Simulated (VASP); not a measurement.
Set up this calculation in VASP 6.6.1, as the native input.

| Quantity | Value |
| --- | --- |
| Task | single point |
| Functional | PBE |
| Potentials or basis | VASP PAW PBE potentials, release 64 (Ga_d, P) |
| Cutoff | 520 eV |
| k mesh | 4 × 4 × 4 |
| Occupations | gaussian, width 0.1 eV |
| Spin | no spin polarisation |
| Dipole correction | no |
| Further INCAR settings | ALGO = Normal; EDIFF = 1e-06; NBANDS = 24 |

The structure of GaP4 lies in POSCAR:

```
GaP4
1.0
    4.9474127600      0.0000000000      0.0000000000
    0.0000000000      4.9474127600      0.0000000000
    0.0000000000      0.0000000000      4.9474127600
Ga P
1 4
Direct
    0.0000000000      0.0000000000      0.0000000000
    0.2437810800      0.7562189200      0.7562189200
    0.7562189200      0.2437810800      0.7562189200
    0.7562189200      0.7562189200      0.2437810800
    0.2437810800      0.2437810800      0.2437810800
```

The cell was generated, and may not be a known phase.

These files were run (other wordings do the same):

INCAR

```
SYSTEM = GaP4
ALGO     = Normal         ! electronic algorithm
EDIFF    = 1E-6           ! SCF threshold, eV
ENCUT    = 520            ! plane-wave cutoff, eV
GGA      = PE             ! functional
ISIF     = 2              ! what is computed and relaxed
ISMEAR   = 0              ! smearing method
LASPH    = .True.         ! aspherical terms in the spheres
LCHARG   = .False.        ! write CHGCAR
LREAL    = .False.        ! projectors in reciprocal space
LWAVE    = .False.        ! write WAVECAR
NBANDS   = 24             ! bands
NELM     = 80             ! most SCF steps
PREC     = Accurate       ! precision mode
SIGMA    = 0.1            ! smearing width, eV
```

KPOINTS

```
k-points
0
Gamma
  4 4 4
  0 0 0
```

Potentials or basis: VASP PAW PBE potentials, release 64 (Ga_d, P).

Command:

```console
$ cat potpaw_PBE.64/Ga_d/POTCAR potpaw_PBE.64/P/POTCAR > POTCAR
$ mpirun -np 1 vasp_std > vasp.out
```

It gave:

```
Pressure               : 5.2 GPa
Largest force          : 3.455 eV/Å
Band gap on the k mesh : zero (an odd number of electrons rules out a gap without spin polarisation)
```

Caveat: the cell stands under pressure; forces of over 1 eV/Å act on the atoms, so gaps and moduli don't describe the material at rest.

Wall time 23 s on 1 thread of Intel(R) Xeon(R) Platinum 8488C (Sapphire Rapids) (shared host), peak memory 0.24 GiB.
